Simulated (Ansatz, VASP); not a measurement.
# PbS: VASP beside Ansatz

The input INCAR:

```
SYSTEM = PbS
  PREC = Accurate
  ENCUT = 520
  EDIFF = 1E-6
  ISMEAR = 0
  SIGMA = 0.03
  LREAL = .FALSE.
  LASPH = .TRUE.
  NELM = 60
  ALGO = Normal
  ISIF = 2
  LWAVE = .FALSE.
  LCHARG = .FALSE.
  GGA = PE
  IVDW = 12
  NBANDS = 17
```

File KPOINTS:

```
Automatic mesh
0
G
  10 10 10
  0 0 0
```

File POSCAR:

```
PbS
1.0
    0.0000000000      2.8167500000      3.1132500000
    2.8167500000      0.0000000000      3.1132500000
    2.8167500000      2.8167500000      0.0000000000
Pb S
1 1
Direct
    0.0000000000      0.0000000000      0.0000000000
    0.5000000000      0.5000000000      0.5000000000
```

Input for Ansatz:

```yaml
crystal:
  lattice:
    - [0.0, 2.81675, 3.11325]
    - [2.81675, 0.0, 3.11325]
    - [2.81675, 2.81675, 0.0]
  atoms:
    - { symbol: Pb, position: [0.0, 0.0, 0.0] }
    - { symbol: S, position: [0.5, 0.5, 0.5] }
basis:
  ecutwfc: 420
kpoints:
  mp_grid: { grid: [10, 10, 10] }
hamiltonian:
  xc: pbe
  dispersion: d3bj
scf:
  occupations: { method: gaussian, width: 0.03 }
output:
  forces: true
  stress: true
  eigenvalues: true
```

Change from the starting cell: strain -0.050 along x and y, +0.050 along z, atoms carried along.

Alike in both runs: task single point; functional PBE; dispersion D3(BJ); k mesh 10 × 10 × 10; occupations gaussian, width 0.03 eV; no spin polarisation.

```csv
,VASP,Ansatz
version,VASP 6.6.1,Ansatz 0.2.0
potentials or method,"VASP PAW PBE potentials, release 64 (Pb_d, S), cutoff 520 eV","scalar-relativistic, plane waves, PAW"
valence electrons in the cell,20,20
```

|  | VASP | Ansatz | Ansatz less VASP |
| --- | --- | --- | --- |
| gap on the k mesh at the Fermi level (eV) | 0.11 | 0.12 | +0.007 |
| least direct gap on the mesh (eV) | 0.11 | 0.12 | +0.007 |
| pressure (GPa) | 5.2 | 5.2 | +0.08 |
| traceless stress, the component that is largest in VASP (GPa) | -9.41 | -9.41 | +0.003 |

Neither program's run includes spin-orbit coupling.
